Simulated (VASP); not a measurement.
Set up this calculation in VASP 6.6.1, as the native input.

* Task: single point
* Functional: r2SCAN
* Potentials or basis: VASP PAW PBE potentials, release 64 (Co)
* Cutoff: 520 eV
* k mesh: 6 × 12 × 12
* Occupations: fermi-dirac, width 0.1 eV
* Spin: collinear spin, ferromagnetic start
* Starting moments: [2.15, 2.15] μB
* Dipole correction: no
* Further INCAR settings: ALGO = Normal; EDIFF = 1e-07; NBANDS = 20

Crystal: Co.

```
Co
1.0
     0.00000    3.59000    3.59000
     1.79500    0.00000    1.79500
     1.79500    1.79500    0.00000
Co
2
Direct
  0.00000 0.00000 0.00000
  0.50000 0.00000 0.00000
```

This isn't the form of Co at room conditions, which is hcp.

These files were run (other wordings do the same):

POSCAR

```
Co
1.0
    0.0000000000      3.5900000000      3.5900000000
    1.7950000000      0.0000000000      1.7950000000
    1.7950000000      1.7950000000      0.0000000000
Co
2
Direct
    0.0000000000      0.0000000000      0.0000000000
    0.5000000000      0.0000000000      0.0000000000
```

INCAR.step1

```
PREC = Accurate
ENCUT = 520
ISMEAR = -1
SIGMA = 0.1
LREAL = F
LASPH = T
NELM = 150
ISPIN = 2
MAGMOM = 2.15 2.15
LMAXMIX = 4
NBANDS = 20
GGA = PE
ALGO = Normal
EDIFF = 1E-4
LWAVE = T
LCHARG = F
```

INCAR.step2

```
PREC = Accurate
ENCUT = 520
EDIFF = 1E-7
ISMEAR = -1
SIGMA = 0.1
LREAL = F
LASPH = T
NELM = 150
ALGO = Normal
ISIF = 2
LWAVE = F
LCHARG = F
ISPIN = 2
MAGMOM = 2.15 2.15
LORBIT = 11
LMAXMIX = 4
METAGGA = R2SCAN
LMIXTAU = T
NBANDS = 20
ISTART = 1
```

KPOINTS

```
Automatic mesh
0
Gamma
  6 12 12
```

Potentials or basis: VASP PAW PBE potentials, release 64 (Co).

Run with:

```sh
$ cat potpaw_PBE.64/Co/POTCAR > POTCAR
$ cp INCAR.step1 INCAR
$ mpirun -np 1 vasp_std > vasp.out
$ cp INCAR.step2 INCAR
$ mpirun -np 1 vasp_std > vasp.out
```

It gave:

* Pressure: -12.2 GPa
* Net moment: 3.65 μB per cell
* Site moments: Co +1.90 μB
* Valence electrons inside the program's atomic spheres: Co 8.18

Caveat: the cell stands under tension; the PAW data sets were made with another functional, which shifts forces and pressure a little.

Run time: 2.5 min on 1 thread of Intel(R) Xeon(R) 6975P-C (Granite Rapids), on a shared host, peak memory 0.2 GiB.
